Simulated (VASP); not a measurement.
Crystal: GeCN2.

```xyz
4
Lattice="1.8057 1.0425 4.9546 -1.8057 1.0425 4.9546 0.0000 -2.0850 4.9546" Properties=species:S:1:pos:R:3 pbc="T T T"
Ge    0.0000    0.0000    0.0000
N     0.0000    0.0000    8.6790
N     0.0000    0.0000    6.1847
C     0.0000    0.0000    7.4318
```

Base run:

```yaml
Program: VASP 6.6.1
Functional: r2SCAN
Potentials_or_basis: VASP PAW PBE potentials, release 64 (Ge_d, N, C)
Cutoff: 520 eV
k_mesh: 9 × 9 × 9
Occupations: fermi-dirac, width 0.05 eV
Spin: no spin polarisation
```

Its results: band gap on the k mesh 1.26 eV, indirect (least direct gap 2.20 eV); pressure -5.4 GPa; largest force 0.846 eV/Å.

Q: The run is repeated on the same cell with these changes: functional from r2SCAN to PBE. What comes out?

A: Band gap on the k mesh 1.16 eV, indirect (least direct gap 2.03 eV); pressure -2.4 GPa; largest force 0.477 eV/Å.

r2SCAN gives the wider gap, since meta-GGAs in the generalised Kohn-Sham scheme recover part of the derivative discontinuity.

Caveats: the PAW data sets were made with another functional, which shifts forces and pressure a little (some runs).

A k mesh can miss the band edges.
